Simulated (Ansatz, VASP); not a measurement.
## One calculation of MgO, two programs

File POSCAR:

```
MgO
1.0
    0.0000000000      2.1377436300      2.1377436300
    2.1377436300      0.0000000000      2.1377436300
    2.1377436300      2.1377436300      0.0000000000
Mg O
1 1
Direct
    0.0000000000      0.0000000000      0.0000000000
    0.5000000000      0.5000000000      0.5000000000
```

The input INCAR.step1:

```
SYSTEM = MgO
PREC = Accurate ; ENCUT = 660
ISMEAR = -1 ; SIGMA = 0.0493
LREAL = .False. ; LASPH = .True.
NELM = 120 ; NBANDS = 15
GGA = PE ; ALGO = Normal
EDIFF = 1E-5 ; LWAVE = .True.
LCHARG = .False. ; GGA_COMPAT = .False.
```

The input INCAR.step2:

```
SYSTEM = MgO
PREC = Accurate ; ENCUT = 660
EDIFF = 1E-6 ; ISMEAR = -1
SIGMA = 0.0493 ; LREAL = .False.
LASPH = .True. ; NELM = 120
ALGO = Normal ; ISIF = 2
LWAVE = .False. ; LCHARG = .False.
METAGGA = R2SCAN ; LMIXTAU = .True.
NBANDS = 15 ; ISTART = 1
GGA_COMPAT = .False.
```

The input KPOINTS:

```
regular mesh
0
Gamma
  10 10 10
  0 0 0
```

Input for Ansatz:

```yaml
crystal:
  lattice:
    - [0.0, 2.13774363, 2.13774363]
    - [2.13774363, 0.0, 2.13774363]
    - [2.13774363, 2.13774363, 0.0]
  atoms:
    - { symbol: Mg, position: [0.0, 0.0, 0.0] }
    - { symbol: O, position: [0.5, 0.5, 0.5] }
  symmetry: { tolerance: 0.0003 }
kpoints:
  mp_grid: { grid: [10, 10, 10], shift: [0, 0, 0] }
  band_path:
    path:
      - [0.0, 0.0, 0.0]
      - [0.5, 0.0, 0.5]
      - [0.625, 0.25, 0.625]
      - [0.375, 0.375, 0.75]
      - [0.0, 0.0, 0.0]
      - [0.5, 0.5, 0.5]
      - [0.5, 0.25, 0.75]
      - [0.5, 0.0, 0.5]
    npoints: 8
magnetization:
  spin_polarized: false
scf:
  occupations: { method: fermi_dirac, width: 0.0493 }
  lower_state_search: "off"
  max_iter: 200
hamiltonian:
  pseudopotentials: { kind: paw }
  xc: r2scan
basis:
  ecutwfc: 500
  fft_grid_basis: typed
output:
  forces: true
  stress: true
  eigenvalues: true
  bader: true
  populations: true
  elf: true
  write_potential: true
  volumetric_format: npy
  dos:
    e_range: [-12, 8]
    de: 0.05
    projected: { site_lists: { Mg: [Mg], O: [O] } }
checkpoint:
  read: saved_state
```

Alike in both runs: task single point; functional r2SCAN; k mesh 10 × 10 × 10; occupations fermi-dirac, width 0.0493 eV; no spin polarisation.

|  | VASP | Ansatz |
| --- | --- | --- |
| version | VASP 6.6.1 | Ansatz 0.2.0 |
| potentials or method | VASP PAW PBE potentials, release 64 (Mg_sv, O), cutoff 660 eV | PAW plane waves |
| valence electrons in the cell | 16 | 16 |

|  | VASP | Ansatz | Ansatz less VASP |
| --- | --- | --- | --- |
| gap on the k mesh at the Fermi level (eV) | 5.22 | 5.19 | -0.031 |
| pressure (GPa) | -7.7 | -7.6 | +0.15 |

VASP's potentials were made for PBE, not for r2SCAN.
